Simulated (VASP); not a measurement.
A run of VASP 6.6.1 is set up as follows.

File POSCAR:

```
W
1.0
    0.0000000000      1.9882862877      1.9882862877
    1.9882862877      0.0000000000      1.9882862877
    1.9882862877      1.9882862877      0.0000000000
W
1
Direct
    0.0000000000      0.0000000000      0.0000000000
```

File INCAR.step1:

```
SYSTEM = W
ALGO = Normal
EDIFF = 1E-4
ENCUT = 520
GGA = PE
ISMEAR = 0
LASPH = .True.
LCHARG = .False.
LREAL = .False.
LWAVE = .True.
NBANDS = 13
NELM = 80
PREC = Accurate
SIGMA = 0.1
```

INCAR.step2

```
SYSTEM = W
ALGO = Normal
EDIFF = 1E-6
ENCUT = 520
ISIF = 2
ISMEAR = 0
ISTART = 1
LASPH = .True.
LCHARG = .False.
LMIXTAU = .True.
LREAL = .False.
LWAVE = .False.
METAGGA = R2SCAN
NBANDS = 13
NELM = 80
PREC = Accurate
SIGMA = 0.1
```

KPOINTS

```
k-points
0
Gamma
  18 18 18
  0 0 0
```

Potentials or basis: VASP PAW PBE potentials, release 64 (W_sv).

Run with:

```console
$ cat potpaw_PBE.64/W_sv/POTCAR > POTCAR
$ cp INCAR.step1 INCAR
$ mpirun -np 1 vasp_std > vasp.out
$ cp INCAR.step2 INCAR
$ mpirun -np 1 vasp_std > vasp.out
```

(1) What does it give for the pressure?

(2) What does it give for the band gap on the k mesh?

Results:

(1) 11.1 GPa.

(2) zero (band 7 reaches 14.22 eV, above the bottom of band 8 at 10.29 eV).

Caveat: the PAW data sets were made with another functional, which shifts forces and pressure a little; spin-orbit coupling is left out, which moves the levels of the heavy elements.
